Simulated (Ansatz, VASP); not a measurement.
## LiAg3Cl3: VASP beside Ansatz

```xyz
7
Lattice="7.1123 0.0000 -0.0580 0.0000 3.3842 0.0000 -3.6064 0.0000 6.0174" Properties=species:S:1:pos:R:3 pbc="T T T"
Li    2.7262    1.6921    1.9368
Ag   -3.2468    1.6921    5.2858
Ag    1.0877    1.6921    5.4591
Ag    6.2427    0.0000    1.2377
Cl    0.5555    1.6921    2.8379
Cl    4.1139    0.0000    3.0478
Cl    2.5784    0.0000    0.0398
```

Alike in both runs: functional PBE; k mesh 3 × 6 × 3; occupations gaussian, width 0.1 eV; no spin polarisation.

Ansatz relaxed the structure, and its values are those at the end. VASP's run is a single point on that final structure, the one shown.

|  | VASP | Ansatz |
| --- | --- | --- |
| version | VASP 6.6.1 | Ansatz 0.2.0 |
| potentials or method | VASP PAW PBE potentials, release 64 (Li_sv, Ag, Cl), cutoff 520 eV | scalar-relativistic, plane waves, PAW |
| valence electrons in the cell | 57 | 81 |

Ansatz gave:

| Quantity | Value |
| --- | --- |
| gap on the k mesh at the Fermi level (eV) | none |
| rms of the force components (eV/Å) | 0.006 |

Q: Which values does VASP return?

A: gap on the k mesh at the Fermi level (eV): none; rms of the force components (eV/Å): 0.007.

A gap of «none» marks a metal or a gap that the smearing closes. VASP's potentials hold 57 valence electrons a cell and Ansatz's 81, so a difference there can come from the potentials and not from the codes.

Noted on VASP's run: the cutoff is under 1.25 times that of the potentials, so the pressure is a little rough.
